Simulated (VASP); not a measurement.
## W: electric field gradients with PBE

Crystal: W.

```
W
1.0
     5.08300    0.00000    0.00000
     0.00000    5.08300    0.00000
     0.00000    0.00000    5.08300
W
8
Direct
  0.00000 0.00000 0.00000
  0.50000 0.50000 0.50000
  0.00000 0.50000 0.25000
  0.00000 0.50000 0.75000
  0.25000 0.00000 0.50000
  0.75000 0.00000 0.50000
  0.50000 0.75000 0.00000
  0.50000 0.25000 0.00000
```

```json
{"Program": "VASP 6.6.1", "Task": "electric field gradients", "Functional": "PBE", "Potentials or basis": "VASP PAW PBE potentials, release 64 (W_sv)", "Cutoff": "520 eV", "k mesh": "9 × 9 × 9", "Occupations": "fermi-dirac, width 0.02 eV", "Spin": "no spin polarisation", "Dipole correction": "no", "Further INCAR settings": "ALGO = Normal; EDIFF = 1e-08; NBANDS = 66"}
```

```json
{"Pressure": "0.0 GPa", "Band gap on the k mesh": "zero (bands 56 and 57 overlap by 0.72 eV)", "Largest electric field gradient by atom": "W +0.0, -36.4 (each value once) V/Å²"}
```

Levels at points of the mesh, in eV from the Fermi level:
| k point | band 53 | band 54 | band 55 | band 56 | band 57 | band 58 | band 59 | band 60 |
| --- | --- | --- | --- | --- | --- | --- | --- | --- |
| (0.00, 0.00, 0.00) | -1.45 | -1.45 | -0.46 | -0.46 | -0.46 | 1.60 | 1.60 | 1.60 |

Electric field gradients, principal values (V/Å²):
```
atom   least  middle  greatest (by size)
 1 W   0.000   0.000               0.000
 2 W   0.000   0.000               0.000
 3 W  18.194  18.194             -36.388
 4 W  18.194  18.194             -36.388
 5 W  18.194  18.194             -36.388
 6 W  18.194  18.194             -36.388
 7 W  18.194  18.194             -36.388
 8 W  18.194  18.194             -36.388
```

Run time: 9.1 min on 1 thread of AMD EPYC 7R43 64-Core Processor (Zen 3), with other jobs on the host, peak memory 0.32 GiB.

Caveat: without QUAD_EFG the Cq values of the log hold for a quadrupole moment of 1 mb, not for the nuclei; spin-orbit coupling is left out, which moves the levels of the heavy elements.
